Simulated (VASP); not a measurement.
Write the native input for VASP 6.6.1 that does the following.

```
Task                   : single point
Functional             : PBEsol
Potentials or basis    : VASP PAW PBE potentials, release 64 (Li_sv, H)
Cutoff                 : 750 eV
k mesh                 : 9 × 9 × 9
Occupations            : fermi-dirac, width 0.02 eV
Spin                   : no spin polarisation
Dipole correction      : no
Further INCAR settings : ALGO = Normal; EDIFF = 1e-06; NBANDS = 9
```

The structure of LiH lies in POSCAR:

```
LiH
1.0
    0.0000000000      1.9899408305      1.9899408305
    1.9899408305      0.0000000000      1.9899408305
    1.9899408305      1.9899408305      0.0000000000
Li H
1 1
Direct
    0.0000000000      0.0000000000      0.0000000000
    0.5000000000      0.5000000000      0.5000000000
```

The input as run:

INCAR

```
PREC = Accurate
ENCUT = 750
EDIFF = 1E-6
ISMEAR = -1
SIGMA = 0.02
LREAL = F
LASPH = T
NELM = 120
ALGO = Normal
ISIF = 2
LWAVE = F
LCHARG = T
GGA = PS
LELF = T
LVHAR = T
NBANDS = 9
GGA_COMPAT = F
```

KPOINTS

```
regular mesh
0
Gamma
  9 9 9
```

Potentials or basis: VASP PAW PBE potentials, release 64 (Li_sv, H).

Command:

```sh
$ cat potpaw_PBE.64/Li_sv/POTCAR potpaw_PBE.64/H/POTCAR > POTCAR
$ mpirun -np 1 vasp_std > vasp.out
```

Results of the run:

```
Pressure               : -0.1 GPa
Band gap on the k mesh : 3.04 eV, direct
```

Caveat: the PAW data sets were made with another functional, which shifts forces and pressure a little.

It took 14 s on 1 thread of Intel(R) Xeon(R) Platinum 8259CL CPU @ 2.50GHz (Skylake/Cascade Lake) (shared host), peak memory 0.15 GiB.
